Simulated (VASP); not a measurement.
Input of a VASP 6.6.1 run:

INCAR

```
PREC = Accurate ; ENCUT = 520
EDIFF = 1E-6 ; ISMEAR = -1
SIGMA = 0.05 ; LREAL = F
LASPH = T ; NELM = 150
ALGO = Normal ; ISIF = 2
LWAVE = F ; LCHARG = F
ISPIN = 2 ; MAGMOM = 3 3 3 3 3 3 3 3
LORBIT = 11 ; LMAXMIX = 4
GGA = RE ; NBANDS = 66
```

Contents of KPOINTS:

```
regular mesh
0
Gamma
  6 6 6
```

POSCAR

```
Mn
1.0
    4.4403324772      0.0000000000      0.0000000000
    0.0000000000      4.4403324772      0.0000000000
    0.0000000000      0.0000000000      4.4403324772
Mn
8
Direct
    0.0000000000      0.0000000000      0.0000000000
    0.5000000000      0.5000000000      0.5000000000
    0.2500000000      0.0000000000      0.5000000000
    0.7500000000      0.0000000000      0.5000000000
    0.5000000000      0.2500000000      1.0000000000
    0.5000000000      0.7500000000      0.0000000000
    1.0000000000      0.5000000000      0.2500000000
    1.0000000000      0.5000000000      0.7500000000
```

Potentials or basis: VASP PAW PBE potentials, release 64 (Mn_pv).

Run with:

```sh
$ cat potpaw_PBE.64/Mn_pv/POTCAR > POTCAR
$ mpirun -np 1 vasp_std > vasp.out
```

**Question.** Estimate the site moments.

**Answer.** Mn +0.28, +0.07 (each value once) μB.

**Question.** Estimate the net moment.

**Answer.** 0.99 μB per cell.
